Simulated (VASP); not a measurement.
# Si2Ru2N (P6/mmm) in VASP: a series of runs, part 2 of 2

VASP 6.6.1. The steps go on from the part before.

### Step 4. Single point, PBE, collinear spin, ferromagnetic start

This run uses another cell than the first one, of 16.34 Å³/atom, 1.099 times its volume.

INCAR

```
SYSTEM = Si2Ru2N
PREC     = Accurate       ! precision mode
ENCUT    = 520            ! plane-wave cutoff, eV
EDIFF    = 1E-6           ! SCF threshold, eV
ISMEAR   = 0              ! smearing method
SIGMA    = 0.1            ! smearing width, eV
LREAL    = .False.        ! projectors in reciprocal space
LASPH    = .True.         ! aspherical terms in the spheres
NELM     = 150            ! most SCF steps
ALGO     = Normal         ! electronic algorithm
ISIF     = 2              ! what is computed and relaxed
LWAVE    = .False.        ! write WAVECAR
LCHARG   = .False.        ! write CHGCAR
ISPIN    = 2              ! spin polarisation
MAGMOM   = 0 0 1 1 0      ! initial moments
LORBIT   = 11             ! projections on sites
LMAXMIX  = 4              ! l up to which the mixer works
GGA      = PE             ! functional
NBANDS   = 32             ! bands
```

KPOINTS

```
regular mesh
0
Gamma
  6 6 2
  0 0 0
```

POSCAR

```
Si2Ru2N
1.0
    3.5159962700      0.0000000000      0.0000000000
   -1.7579981400      3.0449420900      0.0000000000
    0.0000000000      0.0000000000      7.6328472300
Si Ru N
2 2 1
Direct
    0.3333333300      0.6666666700      0.0000000000
    0.6666666700      0.3333333300      0.0000000000
    0.3333333300      0.6666666700      0.5000000000
    0.6666666700      0.3333333300      0.5000000000
    0.0000000000      0.0000000000      0.0000000000
```

Potentials or basis: VASP PAW PBE potentials, release 64 (Si, Ru_pv, N).

Started as:

```bash
$ cat potpaw_PBE.64/Si/POTCAR potpaw_PBE.64/Ru_pv/POTCAR potpaw_PBE.64/N/POTCAR > POTCAR
$ mpirun -np 1 vasp_std > vasp.out
```

OUTCAR:

```text
SYSTEM = Si2Ru2N
   PREC = Accurate
   ENCUT = 520
   EDIFF = 1E-6
   ISMEAR = 0
   LREAL = .False.
   LASPH = .True.
   NELM = 150
   ISIF = 2
   ISPIN = 2
   LORBIT = 11
   GGA = PE

 ion  position               nearest neighbor table
   1  0.333  0.667  0.000-   2 2.03   2 2.03   5 2.03   5 2.03   5 2.03   2 2.03
   2  0.667  0.333  0.000-   1 2.03   1 2.03   5 2.03   5 2.03   5 2.03   1 2.03
   3  0.333  0.667  0.500-   4 2.03   4 2.03   4 2.03
   4  0.667  0.333  0.500-   3 2.03   3 2.03   3 2.03
   5  0.000  0.000  0.000-   1 2.03   2 2.03   2 2.03   1 2.03   2 2.03   1 2.03

  LATTYP: Found a hexagonal cell.
 ALAT       =     3.5159962700
 C/A-ratio  =     2.1708917313

  Lattice vectors:

 A1 = (   3.5159962700,   0.0000000000,   0.0000000000)
 A2 = (  -1.7579981400,   3.0449420900,   0.0000000000)
 A3 = (   0.0000000000,   0.0000000000,   7.6328472300)

Analysis of symmetry for initial positions (statically):
=====================================================================
 Subroutine PRICEL returns:
 Original cell was already a primitive cell.

 Routine SETGRP: Setting up the symmetry group for a
 hexagonal supercell.

 Subroutine GETGRP returns: Found 24 space group operations
 (whereof 24 operations were pure point group operations)
 out of a pool of 24 trial point group operations.

The static configuration has the point symmetry D_6h.

Analysis of symmetry for dynamics (positions and initial velocities):
=====================================================================
 Subroutine PRICEL returns:
 Original cell was already a primitive cell.

 Routine SETGRP: Setting up the symmetry group for a
 hexagonal supercell.

 Subroutine GETGRP returns: Found 24 space group operations
 (whereof 24 operations were pure point group operations)
 out of a pool of 24 trial point group operations.

The dynamic configuration has the point symmetry D_6h.

Analysis of structural, dynamic, and magnetic symmetry:
=====================================================================
 Subroutine PRICEL returns:
 Original cell was already a primitive cell.

 Routine SETGRP: Setting up the symmetry group for a
 hexagonal supercell.

 Subroutine GETGRP returns: Found 24 space group operations
 (whereof 24 operations were pure point group operations)
 out of a pool of 24 trial point group operations.

The overall configuration has the point symmetry D_6h.

 Subroutine INISYM returns: Found 24 space group operations
 (whereof 24 operations are pure point group operations),
 and found     1 'primitive' translations

----------------------------------------------------------------------------------------

                                     Primitive cell

  volume of cell :      81.7173

  direct lattice vectors                    reciprocal lattice vectors
     3.515996270  0.000000000  0.000000000     0.284414409  0.164206736  0.000000000
    -1.757998140  3.044942090  0.000000000     0.000000000  0.328413471  0.000000000
     0.000000000  0.000000000  7.632847230     0.000000000  0.000000000  0.131012710

  length of vectors
     3.515996270  3.515996273  7.632847230     0.328413471  0.328413471  0.131012710

  position of ions in fractional coordinates (direct lattice)
[... 77 lines left out ...]
   NSW    =      0    number of steps for IOM
   IBRION =     -1    ionic relax: 0-MD 1-quasi-New 2-CG
   NFREE  =      0    steps in history (QN), initial steepest desc. (CG)
   ISIF   =      2    stress and relaxation
   ISYM   =      2    0-nonsym 1-usesym 2-fastsym
   POTIM  = 0.5000    time-step for ionic-motion
   TEBEG  =    0.0;   TEEND  =   0.0 temperature during run
   PSTRESS=    0.0 pullay stress
   NELECT =      41.0000    total number of electrons
   NUPDOWN=      -1.0000    fix difference up-down
   EMIN   =  10.00;   EMAX   =-10.00  energy-range for DOS
   EFERMI =   0.00;   METHOD = LEGACY
   ISMEAR =     0;   SIGMA  =   0.10  broadening in eV -4-tet -1-fermi 0-gaus
   EFERMI_NEDOS =   21; number of points for ismear=-14 and -15
   IALGO  =     38    algorithm
   IMIX   =      4    mixing-type and parameters
     AMIX     =   0.40;   BMIX     =  1.00
     AMIX_MAG =   1.60;   BMIX_MAG =  1.00
  volume/ion in A,a.u.               =      16.34       110.29
  Fermi-wavevector in a.u.,A,eV,Ry     =   1.300863  2.458274 23.024373  1.692244
  Thomas-Fermi vector in A             =   2.432034
   LORBIT       =     11    0 simple, 1 ext, 2 COOP (PROOUT), +10 PAW based schemes
   GGA     = PE    functional components
   LHFCALC =     F    Hartree Fock is set to
   AEXX    =    0.0000 exact exchange contribution
   IVDW    =     0    specifies the selected vdW correction
   LEPSILON=     F    determine dielectric tensor
   LRPA    =     F    only Hartree local field effects (RPA)
 spin polarized calculation
 Gauss-broadening in eV      SIGMA  =   0.10
  energy-cutoff  :      520.00
  volume of cell :       81.72
 maximum number of plane-waves:      2249
 NGX is ok and might be reduce to    28
   NGX = 13   NGY = 13   NGZ = 29

 number of electron      41.0000006 magnetization       0.0000697

 number of electron      41.0000006 magnetization      -0.0035165

 Free energy of the ion-electron system (eV)
  ---------------------------------------------------
  ext. energy  EPLUGINS =         0.00000000
  ---------------------------------------------------
  free energy    TOTEN  =       -22.71534186 eV

  energy without entropy =      -22.68054084  energy(sigma->0) =      -22.69794135

 E-fermi :   7.3328     XC(G=0): -10.5780

 val. band max:        7.3206254970   @ k =   0.1667   0.1667   0.5000
 cond. band min:       7.3499327426   @ k =   0.3333   0.1667   0.5000
 fundamental gap:      0.0293072455
 Fermi energy:         7.3328188562

 spin component 1

 k-point     1 :       0.0000    0.0000    0.0000
  band No.  band energies     occupation
      1     -38.3802      1.00000
      2     -38.3802      1.00000
      3     -36.4060      1.00000
      4     -35.2407      1.00000
      5     -34.7995      1.00000
      6     -34.7995      1.00000
[... 479 lines left out ...]
     31      14.5742      0.00000
     32      15.7349      0.00000
 Fermi energy:         7.3328188562

 spin component 2

 k-point     1 :       0.0000    0.0000    0.0000
  band No.  band energies     occupation
      1     -38.3810      1.00000
      2     -38.3810      1.00000
      3     -36.4074      1.00000
      4     -35.2421      1.00000
      5     -34.8003      1.00000
      6     -34.8003      1.00000
[... 479 lines left out ...]
     31      14.5735      0.00000
     32      15.7347      0.00000

------------------------ aborting loop because EDIFF is reached ----------------------------------------

  FORCE on cell =-STRESS in cart. coord.  units (eV):
  Direction    XX          YY          ZZ          XY          YZ          ZX
  --------------------------------------------------------------------------------------
  -------------------------------------------------------------------------------------
  Total       49.1450756     49.1450757     -3.8451132     -0.0000001      0.0000000      0.0000000
  in kB      963.5551501    963.5551505    -75.3886044     -0.0000016      0.0000000      0.0000000
  external PRESSURE =     617.2405654 kB  Pullay stress =       0.0000000 kB

 VOLUME and BASIS-vectors are now :
 -----------------------------------------------------------------------------
  energy-cutoff  :      520.00
  volume of cell :       81.72
      direct lattice vectors                 reciprocal lattice vectors
     3.515996270  0.000000000  0.000000000     0.284414409  0.164206736  0.000000000
    -1.757998140  3.044942090  0.000000000     0.000000000  0.328413471  0.000000000
     0.000000000  0.000000000  7.632847230     0.000000000  0.000000000  0.131012710

 POSITION                                       TOTAL-FORCE (eV/Angst)
 -----------------------------------------------------------------------------------
     -0.00000      2.02996      0.00000        -0.000000      0.000000     -0.000000
      1.75800      1.01498      0.00000        -0.000000      0.000000     -0.000000
     -0.00000      2.02996      3.81642        -0.000000      0.000000      0.000000
      1.75800      1.01498      3.81642         0.000000     -0.000000     -0.000000
      0.00000      0.00000      0.00000        -0.000000      0.000000     -0.000000
 -----------------------------------------------------------------------------------
    total drift:                                0.000000      0.000000      0.000000

  FREE ENERGIE OF THE ION-ELECTRON SYSTEM (eV)
  ---------------------------------------------------
  free  energy   TOTEN  =       -22.7153418632 eV

  energy  without entropy=      -22.6805408381  energy(sigma->0) =      -22.69794135

 total charge

# of ion       s       p       d       tot
------------------------------------------
    1        0.838   1.011   0.000   1.849
    2        0.838   1.011   0.000   1.849
    3        0.499   6.313   6.590  13.401
    4        0.499   6.313   6.590  13.401
    5        1.354   2.283   0.000   3.638
--------------------------------------------------
tot          4.029  16.930  13.179  34.139

 magnetization (x)

# of ion       s       p       d       tot
------------------------------------------
    1        0.000  -0.000   0.000  -0.000
    2        0.000  -0.000   0.000  -0.000
    3       -0.000  -0.000  -0.001  -0.001
    4       -0.000  -0.000  -0.001  -0.001
    5        0.000   0.000   0.000   0.000
--------------------------------------------------
tot         -0.000   0.000  -0.002  -0.002
```

Wall time 2.2 min (1 thread of Intel Xeon Platinum 8259CL at 2.50GHz (Skylake/Cascade Lake), shared host); peak memory 0.27 GiB.

What came out:

```yaml
Free_energy: -22.7153 eV
Pressure: 61.7 GPa
Net_moment: 0.00 μB per cell
Valence_electrons_inside_the_program's_atomic_spheres: Si 1.85; Ru 13.40; N 3.64
```

Levels at points of the mesh, in eV from the Fermi level:
Spin up:
```
           k point  band 16  band 17  band 18  band 19  band 20  band 21  band 22  band 23  band 24  band 25
(0.00, 0.00, 0.00)    -3.04    -3.04    -2.58    -2.58    -2.34    -2.34     0.21     0.42     0.42     1.10
(0.50, 0.00, 0.00)    -3.80    -2.34    -1.16    -0.84    -0.79     0.58     1.72     1.95     2.32     2.49
(0.00, 0.00, 0.50)    -3.04    -3.04    -2.57    -2.57    -2.35    -2.35    -0.04     0.43     0.43     1.12
(0.50, 0.00, 0.50)    -3.86    -2.51    -1.29    -0.90     0.16     0.59     1.31     1.95     2.32     2.56
```
Spin down:
```
           k point  band 16  band 17  band 18  band 19  band 20  band 21  band 22  band 23  band 24  band 25
(0.00, 0.00, 0.00)    -3.04    -3.04    -2.58    -2.58    -2.34    -2.34     0.21     0.42     0.42     1.10
(0.50, 0.00, 0.00)    -3.80    -2.34    -1.16    -0.84    -0.79     0.58     1.72     1.95     2.32     2.49
(0.00, 0.00, 0.50)    -3.04    -3.04    -2.57    -2.57    -2.35    -2.35    -0.05     0.42     0.42     1.12
(0.50, 0.00, 0.50)    -3.86    -2.51    -1.29    -0.90     0.16     0.59     1.31     1.95     2.32     2.56
```

Caveat: the k points lie up to 0.41 Å⁻¹ apart.

### Step 5. Relaxation of cell and atoms, PBE

INCAR

```
PREC = Accurate ; ENCUT = 600
EDIFF = 1E-6 ; ISMEAR = 0
SIGMA = 0.1 ; LREAL = F
LASPH = T ; NELM = 80
ALGO = Normal ; ISIF = 3
LWAVE = F ; LCHARG = F
GGA = PE ; IBRION = 2
NSW = 90 ; EDIFFG = -0.04
```

KPOINTS

```
Automatic mesh
0
Gamma
  6 6 4
```

POSCAR

```
Si2Ru2N
1.0
    4.1639515453      0.0000000000      0.0000000000
   -2.0819757726      3.6060878183      0.0000000000
    0.0000000000      0.0000000000      4.9456059409
Si Ru N
2 2 1
Direct
    0.3333333333      0.6666666667      0.0000000000
    0.6666666667      0.3333333333      0.0000000000
    0.3333333333      0.6666666667      0.5000000000
    0.6666666667      0.3333333333      0.5000000000
    0.0000000000      0.0000000000      0.0000000000
```

Started as:

```bash
$ cat potpaw_PBE.64/Si/POTCAR potpaw_PBE.64/Ru_pv/POTCAR potpaw_PBE.64/N/POTCAR > POTCAR
$ mpirun -np 1 vasp_std > vasp.out
```

Wall time 93 s (1 thread of Intel Xeon Platinum 8259CL at 2.50GHz (Skylake/Cascade Lake), shared host); peak memory 0.24 GiB.

Results (log left out):

```yaml
Free_energy: -31.3951 eV
Relaxed_volume: 14.91 Å³/atom
Relaxed_cell: a = 4.158 Å, b = 4.158 Å, c = 4.979 Å, α = 90.00°, β = 90.00°, γ = 120.00°
Space_group_after_relaxing_to_0.05_Å: P6/mmm (No. 191)
Energy_gained_by_relaxing: 0.6 meV/atom
Ionic_steps: 2
Pressure_after_relaxing: -0.2 GPa
```

Stress tensor (GPa, compression positive):
```
-0.34  0.00  0.00
 0.00 -0.34  0.00
 0.00  0.00  0.03
```

Step by step:
| step | energy change (eV) | largest force (eV/Å) | pressure (GPa) | volume (Å³) |
| --- | --- | --- | --- | --- |
| 1 | 0.0000 | 0.0000 | 0.27 | 74.26 |
| 2 | -0.0028 | 0.0000 | -0.22 | 74.53 |

Final structure:
```
Si Ru N
1.0
     4.15752    0.00000    0.00000
    -2.07876    3.60052    0.00000
     0.00000    0.00000    4.97876
Si Ru N
2 2 1
Direct
  0.33333 0.66667 0.00000
  0.66667 0.33333 0.00000
  0.33333 0.66667 0.50000
  0.66667 0.33333 0.50000
  0.00000 0.00000 0.00000
```

Levels at points of the mesh, in eV from the Fermi level:
```
           k point  band 18  band 19  band 20  band 21  band 22  band 23  band 24
(0.00, 0.00, 0.00)    -1.80    -1.80    -1.58    -1.58    -0.43    -0.43     0.04
(0.50, 0.00, 0.00)    -1.09    -0.82     0.27     0.50     0.83     1.58     1.63
(0.00, 0.00, 0.50)    -2.11    -2.11    -0.97    -0.37    -0.37    -0.10    -0.06
(0.50, 0.00, 0.50)    -2.29    -0.94     0.20     0.59     0.85     1.26     2.16
```

Caveat: the bands computed are all filled at some k points, so no gap is given.

### Step 6. Single point, PBE

INCAR

```
SYSTEM = Si2Ru2N
PREC = Accurate ; ENCUT = 520
EDIFF = 1E-7 ; ISMEAR = 0
SIGMA = 0.1 ; LREAL = .False.
LASPH = .True. ; NELM = 80
ALGO = Normal ; ISIF = 2
LWAVE = .False. ; LCHARG = .True.
GGA = PE ; LELF = .True.
LVHAR = .True. ; NBANDS = 28
```

KPOINTS

```
Automatic mesh
0
Gamma
  12 12 8
  0 0 0
```

Changes to POSCAR since step 5:

```diff
@@ -2,5 +2,5 @@
 1.0
-    4.1639515453      0.0000000000      0.0000000000
-   -2.0819757726      3.6060878183      0.0000000000
-    0.0000000000      0.0000000000      4.9456059409
+    4.1464654430      0.0000000000      0.0000000000
+   -2.0732327215      3.5909444095      0.0000000000
+    0.0000000000      0.0000000000      4.9857917583
 Si Ru N
```

Potentials or basis: VASP PAW PBE potentials, release 64 (Si, Ru_pv, N).

Started as:

```bash
$ cat potpaw_PBE.64/Si/POTCAR potpaw_PBE.64/Ru_pv/POTCAR potpaw_PBE.64/N/POTCAR > POTCAR
$ mpirun -np 1 vasp_std > vasp.out
```

OUTCAR:

```text
SYSTEM = Si2Ru2N
   PREC = Accurate
   ENCUT = 520
   EDIFF = 1E-7
   ISMEAR = 0
   LREAL = .False.
   LASPH = .True.
   NELM = 80
   ISIF = 2
   GGA = PE

 ion  position               nearest neighbor table
   1  0.333  0.667  0.000-   2 2.39   5 2.39   2 2.39   5 2.39   5 2.39   2 2.39   3 2.49   3 2.49

   2  0.667  0.333  0.000-   1 2.39   5 2.39   1 2.39   5 2.39   5 2.39   1 2.39   4 2.49   4 2.49

   3  0.333  0.667  0.500-   4 2.39   4 2.39   4 2.39   1 2.49   1 2.49
   4  0.667  0.333  0.500-   3 2.39   3 2.39   3 2.39   2 2.49   2 2.49
   5  0.000  0.000  0.000-   1 2.39   2 2.39   1 2.39   2 2.39   2 2.39   1 2.39
[... 950 lines left out ...]
  -------------------------------------------------------------------------------------
  Total        0.0339991      0.0339991     -0.0120145     -0.0000000      0.0000000      0.0000000
  in kB        0.7337650      0.7337650     -0.2592947     -0.0000000      0.0000000      0.0000000
  external PRESSURE =       0.4027451 kB  Pullay stress =       0.0000000 kB

 VOLUME and BASIS-vectors are now :
 -----------------------------------------------------------------------------
  energy-cutoff  :      520.00
  volume of cell :       74.24
      direct lattice vectors                 reciprocal lattice vectors
     4.146465443  0.000000000  0.000000000     0.241169259  0.139239137  0.000000000
    -2.073232722  3.590944410  0.000000000     0.000000000  0.278478274  0.000000000
     0.000000000  0.000000000  4.985791758     0.000000000  0.000000000  0.200569949

 POSITION                                       TOTAL-FORCE (eV/Angst)
 -----------------------------------------------------------------------------------
     -0.00000      2.39396      0.00000        -0.000000     -0.000000     -0.000000
      2.07323      1.19698      0.00000        -0.000000     -0.000000     -0.000000
     -0.00000      2.39396      2.49290        -0.000000      0.000000      0.000000
      2.07323      1.19698      2.49290         0.000000      0.000000     -0.000000
      0.00000      0.00000      0.00000        -0.000000     -0.000000     -0.000000
 -----------------------------------------------------------------------------------
    total drift:                               -0.000000      0.000000     -0.000000

  FREE ENERGIE OF THE ION-ELECTRON SYSTEM (eV)
  ---------------------------------------------------
  free  energy   TOTEN  =       -31.3791528436 eV

  energy  without entropy=      -31.3470671633  energy(sigma->0) =      -31.36311000
```

stdout:

```text
POSCAR found type information on POSCAR SiRuN
 POSCAR found :  3 types and       5 ions
 scaLAPACK will be used
 LDA part: xc-table for (Slater+PW92), standard interpolation
 POSCAR, INCAR and KPOINTS ok, starting setup
 FFT: planning ... GRIDC
 FFT: planning ... GRID_SOFT
 FFT: planning ... GRID
 WAVECAR not read
 entering main loop
```

Wall time 3.3 min (1 thread of Intel Xeon Platinum 8259CL at 2.50GHz (Skylake/Cascade Lake), shared host); peak memory 0.31 GiB.

What came out:

| Item | Value |
| --- | --- |
| Free energy | -31.3792 eV |
| Pressure | 0.0 GPa |

Stress tensor (GPa, compression positive):
```
 0.07  0.00  0.00
 0.00  0.07  0.00
 0.00  0.00 -0.03
```

Levels at points of the mesh, in eV from the Fermi level:
| k point | band 17 | band 18 | band 19 | band 20 | band 21 | band 22 | band 23 | band 24 |
| --- | --- | --- | --- | --- | --- | --- | --- | --- |
| (0.00, 0.00, 0.00) | -2.94 | -1.82 | -1.82 | -1.65 | -1.65 | -0.44 | -0.44 | -0.06 |
| (0.50, 0.00, 0.00) | -1.25 | -1.11 | -0.85 | 0.28 | 0.45 | 0.86 | 1.49 | 1.53 |
| (0.00, 0.00, 0.50) | -2.22 | -2.12 | -2.12 | -1.05 | -0.49 | -0.49 | -0.13 | -0.08 |
| (0.50, 0.00, 0.50) | -2.48 | -2.32 | -0.97 | 0.20 | 0.52 | 0.88 | 1.25 | 2.05 |

### Step 7. Overview

| task | spin | cell | k mesh | cutoff (eV) | gap on the mesh (eV) | pressure (GPa) | moment (μB) |
| --- | --- | --- | --- | --- | --- | --- | --- |
| single point | off | a = 4.151, b = 4.151, c = 4.984 Å, angles 90.0, 90.0, 120.0°, 5 atoms | 6 × 6 × 4 | 520 | none | 0.2 | - |
| single point | collinear, ferromagnetic start | a = 4.164, b = 4.164, c = 4.946 Å, angles 90.0, 90.0, 120.0°, 5 atoms | 6 × 6 × 2 | 520 | none | 0.2 | 0.03 |
| single point | collinear, ferromagnetic start | a = 3.516, b = 3.516, c = 7.633 Å, angles 90.0, 90.0, 120.0°, 5 atoms | 6 × 6 × 2 | 520 | none | 61.7 | 0.00 |
| relaxation of cell and atoms | off | relaxed from a = 4.164, b = 4.164, c = 4.946 Å, angles 90.0, 90.0, 120.0°, 5 atoms | 6 × 6 × 4 | 600 | - | -0.2 | - |
| single point | off | a = 4.146, b = 4.146, c = 4.986 Å, angles 90.0, 90.0, 120.0°, 5 atoms | 12 × 12 × 8 | 520 | none | 0.0 | - |

Alike in all rows: level PBE; potentials or basis VASP PAW PBE potentials, release 64 (Si, Ru_pv, N); smearing gaussian 0.1 eV.

Caveats: some runs use coarse meshes; the bands computed are all filled at some k points, so no gap is given (some runs).

Total energies depend on the potentials used, so only differences within one code and one set of settings carry meaning.
